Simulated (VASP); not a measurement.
Input of a VASP 6.6.1 run:

Contents of INCAR:

```
SYSTEM = Ga2Te2S
ALGO = Normal ; EDIFF = 1E-7
EDIFFG = -0.04 ; ENCUT = 600
GGA = PE ; IBRION = 2
ISIF = 3 ; ISMEAR = 0
LASPH = .TRUE. ; LCHARG = .FALSE.
LREAL = .FALSE. ; LWAVE = .FALSE.
NELM = 100 ; NSW = 90
PREC = Accurate ; SIGMA = 0.1
```

Contents of KPOINTS:

```
k-points
0
G
  6 6 2
  0 0 0
```

POSCAR

```
Ga2Te2S
1.0
    4.7945149800      0.0000000000      0.0000000000
   -2.3972574900      4.1521717700      0.0000000000
    0.0000000000      0.0000000000      7.9583086500
Ga Te S
2 2 1
Direct
    0.6666666700      0.3333333300      0.3717364700
    0.3333333300      0.6666666700      0.6282635300
    0.3333333300      0.6666666700      0.2578401600
    0.6666666700      0.3333333300      0.7421598400
    0.0000000000      0.0000000000      0.0000000000
```

Potentials or basis: VASP PAW PBE potentials, release 64 (Ga_d, Te, S).

The run is started by

```sh
$ cat potpaw_PBE.64/Ga_d/POTCAR potpaw_PBE.64/Te/POTCAR potpaw_PBE.64/S/POTCAR > POTCAR
$ mpirun -np 1 vasp_std > vasp.out
```

**Question.** Estimate the relaxed volume.

**Answer.** 26.43 Å³/atom.

**Question.** Predict the space group after relaxing (to 0.1 Å).

**Answer.** P-3m1 (No. 164).

**Question.** Predict the band gap on the k mesh.

**Answer.** Zero (bands 22 and 23 overlap by 1.69 eV).

**Question.** What does it give for the relaxed cell?

**Answer.** a = 4.684 Å, b = 4.684 Å, c = 6.955 Å, α = 90.00°, β = 90.00°, γ = 120.00°.

Forces on the atoms (eV/Å):
```
Ga   0.000  0.000 -0.022
Ga   0.000  0.000  0.022
Te   0.000  0.000  0.018
Te   0.000  0.000 -0.018
S    0.000  0.000  0.000
```

Caveat: the k points lie up to 0.45 Å⁻¹ apart in the final cell, too coarse for converged energies and pressures of a metal; the volume moved by over 15 % at a fixed basis, so the end points are rough; spin-orbit coupling is left out, which moves the levels of the heavy elements.
